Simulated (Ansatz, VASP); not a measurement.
**Two plane-wave programs on Hf2Pb**

```xyz
6
Lattice="4.3260 0.0000 0.0000 0.0000 4.3260 0.0000 0.0000 0.0000 7.7119" Properties=species:S:1:pos:R:3 pbc="T T T"
Hf    0.0000    0.0000    0.0000
Hf    2.1630    2.1630    0.0000
Hf    0.0000    2.1630    2.3767
Hf    2.1630    0.0000    5.3352
Pb    0.0000    2.1630    5.3901
Pb    2.1630    0.0000    2.3217
```

Change from the starting cell: species swapped into the Fe2As type (P4/nmm, No. 129).

Alike in both runs: functional PBE; k mesh 4 × 4 × 4; occupations gaussian, width 0.1 eV; no spin polarisation.

Ansatz relaxed the structure, and its values are those at the end. VASP's run is a single point on that final structure, the one shown.

```csv
,VASP,Ansatz
version,VASP 6.6.1,Ansatz 0.2.0
potentials or method,"VASP PAW PBE potentials, release 64 (Hf_pv, Pb_d), cutoff 520 eV","scalar-relativistic, plane waves, PAW"
valence electrons in the cell,68,132
```

VASP gave:

| Item | Value |
| --- | --- |
| gap on the k mesh at the Fermi level (eV) | none |
| pressure (GPa) | -0.2 |
| rms of the force components (eV/Å) | 0.008 |

Q: Estimate Ansatz's values.

A: gap on the k mesh at the Fermi level (eV): none; pressure (GPa): 0.2; rms of the force components (eV/Å): 0.015.

A gap of «none» marks a metal or a gap that the smearing closes. VASP's potentials hold 68 valence electrons a cell and Ansatz's 132, so a difference there can come from the potentials and not from the codes.

The k mesh is coarse, so the values compare programs but aren't converged. Spin-orbit coupling is off throughout.
